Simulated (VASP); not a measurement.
# TiAl (Cmmm) in VASP: notebook, part 2 of 2

VASP 6.6.1.

**3. Single point, PBEsol (strain +0.0150 x Voigt [0, 0, 0, 0, 0, 1])**

INCAR reads:

```
SYSTEM = TiAl
  PREC = Accurate
  ENCUT = 520
  EDIFF = 1E-7
  ISMEAR = 0
  SIGMA = 0.15
  LREAL = .FALSE.
  LASPH = .TRUE.
  NELM = 100
  ALGO = Fast
  ISIF = 2
  LWAVE = .FALSE.
  LCHARG = .FALSE.
  GGA = PS
  NBANDS = 14
```

KPOINTS reads:

```
Automatic mesh
0
G
  16 16 16
  0 0 0
```

POSCAR reads:

```
TiAl
1.0
    3.1790640000      0.0238429800      0.0000000000
    0.0238429800      3.1790640000      0.0000000000
    0.0000000000      0.0000000000      3.1790640000
Ti Al
1 1
Direct
    0.0000000000      0.0000000000      0.0000000000
    0.5000000000      0.5000000000      0.5000000000
```

Potentials or basis: VASP PAW PBE potentials, release 64 (Ti_sv, Al).

Started as:

```bash
$ cat potpaw_PBE.64/Ti_sv/POTCAR potpaw_PBE.64/Al/POTCAR > POTCAR
$ mpirun -np 1 vasp_std > vasp.out
```

OUTCAR:

```text
SYSTEM = TiAl
   PREC = Accurate
   ENCUT = 520
   EDIFF = 1E-7
   ISMEAR = 0
   LREAL = .FALSE.
   LASPH = .TRUE.
   NELM = 100
   ISIF = 2
   GGA = PS

 ion  position               nearest neighbor table
   1  0.000  0.000  0.000-   2 2.74   2 2.74   2 2.74   2 2.74   2 2.77   2 2.77   2 2.77   2 2.77

   2  0.500  0.500  0.500-   1 2.74   1 2.74   1 2.74   1 2.74   1 2.77   1 2.77   1 2.77   1 2.77

  LATTYP: Found a base centered orthorhombic cell.
 ALAT       =     4.4621563588
 B/A-ratio  =     1.0151133501
 C/A-ratio  =     0.7124501574

  Lattice vectors:

 A1 = (  -0.0238429800,  -3.1790640000,   0.0000000000)
 A2 = (   3.1790640000,   0.0238429800,   0.0000000000)
 A3 = (   0.0000000000,   0.0000000000,   3.1790640000)

Analysis of symmetry for initial positions (statically):
=====================================================================
 Subroutine PRICEL returns:
 Original cell was already a primitive cell.

 Routine SETGRP: Setting up the symmetry group for a
 base centered orthorhombic supercell.

 Subroutine GETGRP returns: Found  8 space group operations
 (whereof  8 operations were pure point group operations)
 out of a pool of  8 trial point group operations.

The static configuration has the point symmetry D_2h.

Analysis of symmetry for dynamics (positions and initial velocities):
=====================================================================
 Subroutine PRICEL returns:
 Original cell was already a primitive cell.

 Routine SETGRP: Setting up the symmetry group for a
 base centered orthorhombic supercell.

 Subroutine GETGRP returns: Found  8 space group operations
 (whereof  8 operations were pure point group operations)
 out of a pool of  8 trial point group operations.

The dynamic configuration has the point symmetry D_2h.

 Subroutine INISYM returns: Found  8 space group operations
 (whereof  8 operations are pure point group operations),
 and found     1 'primitive' translations

[... 122 lines left out ...]
   IVDW    =     0    specifies the selected vdW correction
   LEPSILON=     F    determine dielectric tensor
   LRPA    =     F    only Hartree local field effects (RPA)
 non-spin polarized calculation
 RMM-DIIS sequential band-by-band and
 Gauss-broadening in eV      SIGMA  =   0.15
  energy-cutoff  :      520.00
  volume of cell :       32.13
 maximum number of plane-waves:       888
   NGX = 11   NGY = 11   NGZ = 11

 number of electron      14.9999993 magnetization

 Free energy of the ion-electron system (eV)
  ---------------------------------------------------
  ext. energy  EPLUGINS =         0.00000000
  ---------------------------------------------------
  free energy    TOTEN  =       -12.97439768 eV

  energy without entropy =      -12.94588534  energy(sigma->0) =      -12.96014151

 E-fermi :   8.6724     XC(G=0): -11.1897

 val. band max:        8.6722390145   @ k =   0.3750   0.1250   0.0625
 cond. band min:       8.6761332605   @ k =   0.2500   0.1875   0.2500
 fundamental gap:      0.0038942460
 Fermi energy:         8.6723928411

 k-point     1 :       0.0000    0.0000    0.0000
  band No.  band energies     occupation
      1     -47.9888      2.00000
      2     -24.2967      2.00000
      3     -24.2904      2.00000
      4     -24.2844      2.00000
      5      -0.5808      2.00000
      6       7.2399      2.00000
      7       7.2414      2.00000
      8      10.4334      0.00000
      9      10.4612      0.00000
     10      10.4934      0.00000
     11      13.0706      0.00000
     12      13.0937      0.00000
     13      13.1210      0.00000
     14      17.5236      0.00000
[... 377 lines left out ...]
      1     -47.9876      2.00000
      2     -24.3032      2.00000
      3     -24.2902      2.00000
      4     -24.2892      2.00000
      5      -0.4540      2.00000
      6       7.2088      2.00000
      7       7.2650      2.00000
      8      10.2424      0.00000
      9      10.2764      0.00000
     10      10.4480      0.00000
     11      12.9498      0.00000
     12      12.9858      0.00000
     13      13.4050      0.00000
     14      17.5496      0.00000

 [... further k-points ...]

------------------------ aborting loop because EDIFF is reached ----------------------------------------

  FORCE on cell =-STRESS in cart. coord.  units (eV):
  Direction    XX          YY          ZZ          XY          YZ          ZX
  --------------------------------------------------------------------------------------
  -------------------------------------------------------------------------------------
  Total       -0.4661835     -0.4661835     -0.4589830     -0.2053194      0.0000000      0.0000000
  in kB      -23.2484545    -23.2484545    -22.8893682    -10.2392296      0.0000000      0.0000000
  external PRESSURE =     -23.1287591 kB  Pullay stress =       0.0000000 kB

 VOLUME and BASIS-vectors are now :
 -----------------------------------------------------------------------------
  energy-cutoff  :      520.00
  volume of cell :       32.13
      direct lattice vectors                 reciprocal lattice vectors
     3.179064000  0.023842980  0.000000000     0.314575691 -0.002359318  0.000000000
     0.023842980  3.179064000  0.000000000    -0.002359318  0.314575691  0.000000000
     0.000000000  0.000000000  3.179064000     0.000000000  0.000000000  0.314557996

 POSITION                                       TOTAL-FORCE (eV/Angst)
 -----------------------------------------------------------------------------------
      0.00000      0.00000      0.00000         0.000000      0.000000      0.000000
      1.60145      1.60145      1.58953        -0.000000      0.000000      0.000000
 -----------------------------------------------------------------------------------
    total drift:                                0.000000      0.000000      0.000000

  FREE ENERGIE OF THE ION-ELECTRON SYSTEM (eV)
  ---------------------------------------------------
  free  energy   TOTEN  =       -12.9743976841 eV

  energy  without entropy=      -12.9458853417  energy(sigma->0) =      -12.96014151
```

OSZICAR:

```text
N       E                     dE             d eps       ncg     rms          rms(c)
DAV:   1     0.995588216994E+02    0.99559E+02   -0.70659E+03 18396   0.108E+03
DAV:   2    -0.903833761895E+01   -0.10860E+03   -0.10460E+03 18996   0.300E+02
DAV:   3    -0.145745322439E+02   -0.55362E+01   -0.53675E+01 28120   0.648E+01
[... 25 lines left out ...]
RMM:  29    -0.129743972145E+02   -0.18206E-06   -0.17644E-06 16408   0.424E-03    0.393E-04
RMM:  30    -0.129743974042E+02   -0.18974E-06   -0.20070E-06 15532   0.370E-03    0.317E-04
RMM:  31    -0.129743975127E+02   -0.10845E-06   -0.10526E-06 15822   0.338E-03    0.346E-04
RMM:  32    -0.129743976197E+02   -0.10700E-06   -0.11266E-06 15547   0.306E-03    0.388E-04
RMM:  33    -0.129743976841E+02   -0.64454E-07   -0.65162E-07 14960   0.280E-03
   1 F= -.12974398E+02 E0= -.12960142E+02  d E =-.285123E-01
```

stdout:

```text
POSCAR found type information on POSCAR TiAl
 POSCAR found :  2 types and       2 ions
 scaLAPACK will be used
 -----------------------------------------------------------------------------
|                                                                             |
|                                                                             |
[... 70 lines left out ...]
WARNING in EDDRMM: call to ZHEGV failed, returncode =   8  4      5
WARNING in EDDRMM: call to ZHEGV failed, returncode =   6  3     12
WARNING in EDDRMM: call to ZHEGV failed, returncode =   6  3      7
WARNING in EDDRMM: call to ZHEGV failed, returncode =   8  4     13
WARNING in EDDRMM: call to ZHEGV failed, returncode =   8  4      8
 num prob WARNING in EDDRMM: call to ZHEGV failed, returncode =   6  3      8
WARNING in EDDRMM: call to ZHEGV failed, returncode =   8  4     13
```

It took 3.9 min on 1 thread of Intel Xeon Platinum 8375C at 2.90GHz (Ice Lake), shared host; peak memory 0.4 GiB.

What came out:

```yaml
Free_energy: -12.9744 eV
Pressure: -2.3 GPa
```

Stress tensor (GPa, compression positive):
```
-2.32 -1.02  0.00
-1.02 -2.32  0.00
 0.00  0.00 -2.29
```

Caveat: the cell differs from its parent crystal (strain +0.0150 x Voigt [0, 0, 0, 0, 0, 1]); the PAW data sets were made with another functional, which shifts forces and pressure a little.

**4. Single point, PBEsol (strain -0.0100 x Voigt [0, 0, 0, 0, 0, 1])**

INCAR reads:

```
SYSTEM = TiAl
PREC     = Accurate       ! precision mode
ENCUT    = 520            ! plane-wave cutoff, eV
EDIFF    = 1E-6           ! SCF threshold, eV
ISMEAR   = 0              ! smearing method
SIGMA    = 0.15           ! smearing width, eV
LREAL    = .False.        ! projectors in reciprocal space
LASPH    = .True.         ! aspherical terms in the spheres
NELM     = 100            ! most SCF steps
ALGO     = Fast           ! electronic algorithm
ISIF     = 2              ! what is computed and relaxed
LWAVE    = .False.        ! write WAVECAR
LCHARG   = .False.        ! write CHGCAR
GGA      = PS             ! functional
NBANDS   = 14             ! bands
```

KPOINTS reads:

```
Automatic mesh
0
Gamma
  16 16 16
  0 0 0
```

POSCAR reads:

```
TiAl
1.0
    3.1790640000     -0.0158953200      0.0000000000
   -0.0158953200      3.1790640000      0.0000000000
    0.0000000000      0.0000000000      3.1790640000
Ti Al
1 1
Direct
    0.0000000000      0.0000000000      0.0000000000
    0.5000000000      0.5000000000      0.5000000000
```

Started as:

```bash
$ cat potpaw_PBE.64/Ti_sv/POTCAR potpaw_PBE.64/Al/POTCAR > POTCAR
$ mpirun -np 1 vasp_std > vasp.out
```

It took 3.8 min on 1 thread of Intel Xeon Platinum 8375C at 2.90GHz (Ice Lake), shared host; peak memory 0.4 GiB.

Results (log left out):

```
Free energy : -12.9752 eV
Pressure    : -2.3 GPa
```

Stress tensor (GPa, compression positive):
```
-2.34  0.68  0.00
 0.68 -2.34  0.00
 0.00  0.00 -2.33
```

Levels at points of the mesh, in eV from the Fermi level:
```csv
k point,band 5,band 6,band 7,band 8,band 9,band 10
"(0.00, 0.00, 0.00)",-9.25,-1.43,-1.43,1.77,1.79,1.81
"(0.50, 0.00, 0.00)",-6.01,-5.18,-0.55,0.14,0.14,2.00
"(0.50, 0.50, 0.00)",-5.00,-2.14,-2.02,-1.47,0.69,0.70
"(0.00, 0.00, 0.50)",-6.01,-5.18,-0.54,0.10,0.17,1.99
"(0.50, 0.00, 0.50)",-5.00,-2.08,-2.08,-1.47,0.69,0.69
"(0.50, 0.50, 0.50)",-3.11,-3.09,-3.07,0.66,2.82,2.82
```

Caveat: the cell differs from its parent crystal (strain -0.0100 x Voigt [0, 0, 0, 0, 0, 1]); the PAW data sets were made with another functional, which shifts forces and pressure a little.

**5. Single point, PBEsol (strain +0.0050 x Voigt [0, 0, 0, 0, 0, 1])**

INCAR reads:

```
SYSTEM = TiAl
ALGO     = Fast           ! electronic algorithm
EDIFF    = 1E-7           ! SCF threshold, eV
ENCUT    = 520            ! plane-wave cutoff, eV
GGA      = PS             ! functional
ISIF     = 2              ! what is computed and relaxed
ISMEAR   = 0              ! smearing method
LASPH    = .TRUE.         ! aspherical terms in the spheres
LCHARG   = .FALSE.        ! write CHGCAR
LREAL    = .FALSE.        ! projectors in reciprocal space
LWAVE    = .FALSE.        ! write WAVECAR
NBANDS   = 14             ! bands
NELM     = 80             ! most SCF steps
PREC     = Accurate       ! precision mode
SIGMA    = 0.15           ! smearing width, eV
```

KPOINTS reads:

```
k-points
0
G
  16 16 16
  0 0 0
```

POSCAR reads:

```
TiAl
1.0
    3.1790640000      0.0079476600      0.0000000000
    0.0079476600      3.1790640000      0.0000000000
    0.0000000000      0.0000000000      3.1790640000
Ti Al
1 1
Direct
    0.0000000000      0.0000000000      0.0000000000
    0.5000000000      0.5000000000      0.5000000000
```

Potentials or basis: VASP PAW PBE potentials, release 64 (Ti_sv, Al).

Started as:

```bash
$ cat potpaw_PBE.64/Ti_sv/POTCAR potpaw_PBE.64/Al/POTCAR > POTCAR
$ mpirun -np 1 vasp_std > vasp.out
```

OUTCAR:

```text
SYSTEM = TiAl
   EDIFF = 1E-7
   ENCUT = 520
   GGA = PS
   ISIF = 2
   ISMEAR = 0
   LASPH = .TRUE.
   LREAL = .FALSE.
   NELM = 80
   PREC = Accurate

 ion  position               nearest neighbor table
   1  0.000  0.000  0.000-   2 2.75   2 2.75   2 2.75   2 2.75   2 2.76   2 2.76   2 2.76   2 2.76

   2  0.500  0.500  0.500-   1 2.75   1 2.75   1 2.75   1 2.75   1 2.76   1 2.76   1 2.76   1 2.76

  LATTYP: Found a base centered orthorhombic cell.
 ALAT       =     4.4846357359
 B/A-ratio  =     1.0050125313
 C/A-ratio  =     0.7088789786

  Lattice vectors:

 A1 = (  -0.0079476600,  -3.1790640000,   0.0000000000)
 A2 = (   3.1790640000,   0.0079476600,   0.0000000000)
 A3 = (   0.0000000000,   0.0000000000,   3.1790640000)

Analysis of symmetry for initial positions (statically):
=====================================================================
 Subroutine PRICEL returns:
 Original cell was already a primitive cell.

 Routine SETGRP: Setting up the symmetry group for a
 base centered orthorhombic supercell.

 Subroutine GETGRP returns: Found  8 space group operations
 (whereof  8 operations were pure point group operations)
 out of a pool of  8 trial point group operations.

The static configuration has the point symmetry D_2h.

Analysis of symmetry for dynamics (positions and initial velocities):
=====================================================================
 Subroutine PRICEL returns:
 Original cell was already a primitive cell.

 Routine SETGRP: Setting up the symmetry group for a
 base centered orthorhombic supercell.

 Subroutine GETGRP returns: Found  8 space group operations
 (whereof  8 operations were pure point group operations)
 out of a pool of  8 trial point group operations.

The dynamic configuration has the point symmetry D_2h.

 Subroutine INISYM returns: Found  8 space group operations
 (whereof  8 operations are pure point group operations),
 and found     1 'primitive' translations

[... 122 lines left out ...]
   IVDW    =     0    specifies the selected vdW correction
   LEPSILON=     F    determine dielectric tensor
   LRPA    =     F    only Hartree local field effects (RPA)
 non-spin polarized calculation
 RMM-DIIS sequential band-by-band and
 Gauss-broadening in eV      SIGMA  =   0.15
  energy-cutoff  :      520.00
  volume of cell :       32.13
 maximum number of plane-waves:       912
   NGX = 11   NGY = 11   NGZ = 11

 number of electron      14.9999994 magnetization

 Free energy of the ion-electron system (eV)
  ---------------------------------------------------
  ext. energy  EPLUGINS =         0.00000000
  ---------------------------------------------------
  free energy    TOTEN  =       -12.97574071 eV

  energy without entropy =      -12.94723957  energy(sigma->0) =      -12.96149014

 E-fermi :   8.6738     XC(G=0): -11.1896

 val. band max:        8.6725679485   @ k =   0.3750   0.2500   0.4375
 cond. band min:       8.6753446786   @ k =  -0.3750   0.2500   0.3750
 fundamental gap:      0.0027767301
 Fermi energy:         8.6737940074

 k-point     1 :       0.0000    0.0000    0.0000
  band No.  band energies     occupation
      1     -47.9889      2.00000
      2     -24.2926      2.00000
      3     -24.2905      2.00000
      4     -24.2885      2.00000
      5      -0.5812      2.00000
      6       7.2402      2.00000
      7       7.2403      2.00000
      8      10.4536      0.00000
      9      10.4634      0.00000
     10      10.4736      0.00000
     11      13.0851      0.00000
     12      13.0933      0.00000
     13      13.1019      0.00000
     14      17.5215      0.00000
[... 377 lines left out ...]
      1     -47.9877      2.00000
      2     -24.2991      2.00000
      3     -24.2942      2.00000
      4     -24.2893      2.00000
      5      -0.4559      2.00000
      6       7.2112      2.00000
      7       7.2652      2.00000
      8      10.2370      0.00000
      9      10.2973      0.00000
     10      10.4288      0.00000
     11      12.9312      0.00000
     12      13.0260      0.00000
     13      13.4012      0.00000
     14      17.5242      0.00000

 [... further k-points ...]

------------------------ aborting loop because EDIFF is reached ----------------------------------------

  FORCE on cell =-STRESS in cart. coord.  units (eV):
  Direction    XX          YY          ZZ          XY          YZ          ZX
  --------------------------------------------------------------------------------------
  -------------------------------------------------------------------------------------
  Total       -0.4701472     -0.4701472     -0.4693247     -0.0682211      0.0000000      0.0000000
  in kB      -23.4449531    -23.4449531    -23.4039344     -3.4019985      0.0000000      0.0000000
  external PRESSURE =     -23.4312802 kB  Pullay stress =       0.0000000 kB

 VOLUME and BASIS-vectors are now :
 -----------------------------------------------------------------------------
  energy-cutoff  :      520.00
  volume of cell :       32.13
      direct lattice vectors                 reciprocal lattice vectors
     3.179064000  0.007947660  0.000000000     0.314559962 -0.000786400  0.000000000
     0.007947660  3.179064000  0.000000000    -0.000786400  0.314559962  0.000000000
     0.000000000  0.000000000  3.179064000     0.000000000  0.000000000  0.314557996

 POSITION                                       TOTAL-FORCE (eV/Angst)
 -----------------------------------------------------------------------------------
      0.00000      0.00000      0.00000         0.000000      0.000000      0.000000
      1.59351      1.59351      1.58953        -0.000000      0.000000      0.000000
 -----------------------------------------------------------------------------------
    total drift:                                0.000000      0.000000      0.000000

  FREE ENERGIE OF THE ION-ELECTRON SYSTEM (eV)
  ---------------------------------------------------
  free  energy   TOTEN  =       -12.9757407124 eV

  energy  without entropy=      -12.9472395665  energy(sigma->0) =      -12.96149014
```

OSZICAR:

```text
N       E                     dE             d eps       ncg     rms          rms(c)
DAV:   1     0.984860513519E+02    0.98486E+02   -0.70918E+03 18414   0.109E+03
DAV:   2    -0.910801090421E+01   -0.10759E+03   -0.10366E+03 18918   0.299E+02
DAV:   3    -0.145765595536E+02   -0.54685E+01   -0.53118E+01 28040   0.644E+01
[... 25 lines left out ...]
RMM:  29    -0.129757402317E+02   -0.17846E-06   -0.17720E-06 15942   0.390E-03    0.576E-05
RMM:  30    -0.129757404052E+02   -0.17351E-06   -0.18502E-06 15288   0.353E-03    0.661E-05
RMM:  31    -0.129757405286E+02   -0.12340E-06   -0.12734E-06 14729   0.319E-03    0.690E-05
RMM:  32    -0.129757406349E+02   -0.10629E-06   -0.11319E-06 14465   0.296E-03    0.111E-04
RMM:  33    -0.129757407124E+02   -0.77488E-07   -0.82367E-07 14060   0.269E-03
   1 F= -.12975741E+02 E0= -.12961490E+02  d E =-.285011E-01
```

Run time: 4.5 min. Hardware: 1 thread of Intel Xeon Platinum 8375C at 2.90GHz (Ice Lake), shared host; peak memory 0.4 GiB.

Results:

* Free energy: -12.9757 eV
* Pressure: -2.3 GPa

Levels at points of the mesh, in eV from the Fermi level:
| k point | band 3 | band 4 | band 5 | band 6 | band 7 | band 8 | band 9 | band 10 | band 11 | band 12 |
| --- | --- | --- | --- | --- | --- | --- | --- | --- | --- | --- |
| (0.00, 0.00, 0.00) | -32.96 | -32.96 | -9.25 | -1.43 | -1.43 | 1.78 | 1.79 | 1.80 | 4.41 | 4.42 |
| (0.50, 0.00, 0.00) | -32.95 | -32.95 | -6.01 | -5.19 | -0.55 | 0.14 | 0.14 | 1.99 | 3.01 | 6.54 |
| (0.50, 0.50, 0.00) | -33.11 | -32.93 | -5.00 | -2.11 | -2.05 | -1.47 | 0.69 | 0.69 | 2.75 | 4.69 |
| (0.00, 0.00, 0.50) | -32.95 | -32.95 | -6.01 | -5.19 | -0.54 | 0.12 | 0.16 | 1.99 | 3.01 | 6.54 |
| (0.50, 0.00, 0.50) | -33.11 | -32.93 | -5.00 | -2.08 | -2.08 | -1.47 | 0.69 | 0.69 | 2.76 | 4.70 |
| (0.50, 0.50, 0.50) | -33.09 | -33.09 | -3.10 | -3.09 | -3.08 | 0.66 | 2.82 | 2.82 | 2.88 | 2.91 |

Caveat: the cell differs from its parent crystal (strain +0.0050 x Voigt [0, 0, 0, 0, 0, 1]); the PAW data sets were made with another functional, which shifts forces and pressure a little.

**6. The runs side by side**

| cell | further INCAR settings | gap on the mesh (eV) | pressure (GPa) |
| --- | --- | --- | --- |
| a = 3.179 Å, angles 90.0, 90.0, 91.1°, 2 atoms | ALGO = Fast; EDIFF = 1e-06; NBANDS = 14 | none | -2.3 |
| a = 3.179 Å, angles 90.0, 90.0, 89.1°, 2 atoms | ALGO = Fast; EDIFF = 1e-07; NBANDS = 14 | none | -2.3 |
| a = 3.179 Å, angles 90.0, 90.0, 90.6°, 2 atoms | ALGO = Fast; EDIFF = 1e-06; NBANDS = 14 | none | -2.3 |
| a = 3.179 Å, angles 90.0, 90.0, 89.7°, 2 atoms | ALGO = Fast; EDIFF = 1e-07; NBANDS = 14 | none | -2.3 |

Alike in all rows: task single point; level PBEsol; potentials or basis VASP PAW PBE potentials, release 64 (Ti_sv, Al); no spin polarisation; k mesh 16 × 16 × 16; cutoff (eV) 520; smearing gaussian 0.15 eV.

Caveats: the PAW data sets were made with another functional, which shifts forces and pressure a little.

Absolute energies hang on the potentials; compare differences alone.
